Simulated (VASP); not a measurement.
## Cu: single point with PBE

Cu, a slab with vacuum:

```
Cu
1.0
     2.56651    0.00000    0.00000
     0.00000    2.56651    0.00000
     0.00000    0.00000   23.25920
Cu
5
Direct
  0.00000 0.00000 0.34395
  0.50000 0.50000 0.42197
  0.00000 0.00000 0.50000
  0.50000 0.50000 0.57803
  0.00000 0.00000 0.65605
```

- Program: VASP 6.6.1
- Task: single point
- Functional: PBE
- Potentials or basis: VASP PAW PBE potentials, release 64 (Cu)
- Cutoff: 520 eV
- k mesh: 14 × 14 × 1
- Occupations: fermi-dirac, width 0.1 eV
- Spin: no spin polarisation

The largest force is 0.226 eV/Å.

Forces in eV/Å, atoms in the order of the input:
```
Cu   0.000  0.000  0.184
Cu   0.000  0.000 -0.226
Cu   0.000  0.000  0.000
Cu   0.000  0.000  0.226
Cu   0.000  0.000 -0.184
```

Levels at points of the mesh, in eV from the Fermi level:
| k point | band 26 | band 27 | band 28 | band 29 | band 30 | band 31 |
| --- | --- | --- | --- | --- | --- | --- |
| (0.00, 0.00, 0.00) | -1.49 | -1.48 | -1.48 | -1.48 | -0.10 | 1.18 |
| (0.50, 0.00, 0.00) | -0.55 | -0.39 | -0.26 | -0.04 | -0.03 | 3.05 |
| (0.50, 0.50, 0.00) | 2.22 | 2.22 | 3.88 | 3.88 | 6.03 | 6.03 |

It took 3.4 min on 1 thread of AMD EPYC 9R45 96-Core Processor (Zen 5), on a shared host, peak memory 0.3 GiB.
